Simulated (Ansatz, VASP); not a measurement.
# Se: VASP beside Ansatz

The input INCAR:

```
SYSTEM = Se
PREC = Accurate ; ENCUT = 520
EDIFF = 1E-7 ; ISMEAR = -1
SIGMA = 0.03 ; LREAL = .FALSE.
LASPH = .TRUE. ; NELM = 80
ALGO = Normal ; ISIF = 2
LWAVE = .FALSE. ; LCHARG = .TRUE.
GGA = PE ; LELF = .TRUE.
LVHAR = .TRUE. ; NBANDS = 16
```

File KPOINTS:

```
Automatic mesh
0
G
  6 6 5
  0 0 0
```

POSCAR

```
Se
1.0
    4.4535239479      0.0000000000      0.0000000000
   -2.2267619740      3.8568648753      0.0000000000
    0.0000000000      0.0000000000      4.9536000000
Se
3
Direct
    0.2254000000      0.0000000000      0.3333333333
    0.0000000000      0.2254000000      0.6666666667
    0.7746000000      0.7746000000      0.0000000000
```

Input for Ansatz:

```yaml
crystal:
  lattice:
    - [4.4535239479, 0.0, 0.0]
    - [-2.226761974, 3.8568648753, 0.0]
    - [0.0, 0.0, 4.9536]
  atoms:
    - { symbol: Se, position: [0.2254, 0.0, 0.3333333333] }
    - { symbol: Se, position: [0.0, 0.2254, 0.6666666667] }
    - { symbol: Se, position: [0.7746, 0.7746, 0.0] }
kpoints:
  mp_grid: { grid: [6, 6, 5] }
  band_path:
    path:
      - [0.0, 0.0, 0.0]
      - [0.5, 0.0, 0.0]
      - [0.3333333333, 0.3333333333, 0.0]
      - [0.0, 0.0, 0.0]
      - [0.0, 0.0, 0.5]
      - [0.5, 0.0, 0.5]
      - [0.3333333333, 0.3333333333, 0.5]
      - [0.0, 0.0, 0.5]
      - [0.5, 0.0, 0.5]
    npoints: 5
scf:
  occupations: { method: fermi_dirac, width: 0.03 }
hamiltonian:
  xc: pbe
  pseudopotentials: { kind: all_electron, lapw: { basis_error: 0.001 } }
output:
  forces: true
  stress: true
  eigenvalues: true
```

Change from the starting cell: equal xx and yy strain of +2 %.

Alike in both runs: task single point; functional PBE; k mesh 6 × 6 × 5; occupations fermi-dirac, width 0.03 eV; no spin polarisation.

|  | VASP | Ansatz |
| --- | --- | --- |
| version | VASP 6.6.1 | Ansatz 0.2.0 |
| potentials or method | VASP PAW PBE potentials, release 64 (Se), cutoff 520 eV | all-electron LAPW, scalar-relativistic |

```tsv
	VASP	Ansatz	Ansatz less VASP
gap on the k mesh at the Fermi level (eV)	1.31	1.31	+0.006
pressure (GPa)	1.0	0.9	-0.11
traceless stress, the component that is largest in VASP (GPa)	0.87	0.83	-0.037
rms of the force components (eV/Å)	0.031	0.012	-0.0188
```

Atom by atom the forces differ by 0.019 eV/Å (rms over components). Ansatz ran all-electron here, and VASP with PAW potentials.
